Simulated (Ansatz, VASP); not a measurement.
## Ta2N in VASP and in Ansatz

```
Ta N
1.0
     5.33787    0.00000    0.00000
    -2.66893    4.62273    0.00000
     0.00000    0.00000    4.68611
Ta N
6 3
Direct
  0.64302 0.64302 0.75260
  0.00000 0.35698 0.75260
  0.35698 0.00000 0.75260
  0.35698 0.35698 0.24740
  0.00000 0.64302 0.24740
  0.64302 0.00000 0.24740
  0.66667 0.33333 0.50000
  0.33333 0.66667 0.50000
  0.00000 0.00000 0.00000
```

Alike in both runs: task single point; functional LDA; k mesh 9 × 9 × 8; occupations gaussian, width 0.15 eV; no spin polarisation.

```csv
,VASP,Ansatz
version,VASP 6.6.1,Ansatz 0.2.0
potentials or method,"VASP PAW LDA potentials, release 64 (Ta_pv, N), cutoff 520 eV","scalar-relativistic, plane waves, PAW"
valence electrons in the cell,81,93
```

```tsv
	VASP	Ansatz	Ansatz less VASP
gap on the k mesh at the Fermi level (eV)	none	none	-
pressure (GPa)	6.7	5.1	-1.62
traceless stress, the component that is largest in VASP (GPa)	12.38	12.39	+0.015
rms of the force components (eV/Å)	1.539	1.524	-0.0152
```

Ansatz warns that its potentials were made for another functional, while VASP's fit it. LDA's correlation is that of Perdew and Zunger in VASP and of Perdew and Wang (1992) in Ansatz. Atom by atom the forces differ by 0.018 eV/Å (rms over components). A gap of «none» marks a metal or a gap that the smearing closes. VASP's potentials hold 81 valence electrons a cell and Ansatz's 93, so a difference there can come from the potentials and not from the codes.

Neither program's run includes spin-orbit coupling.
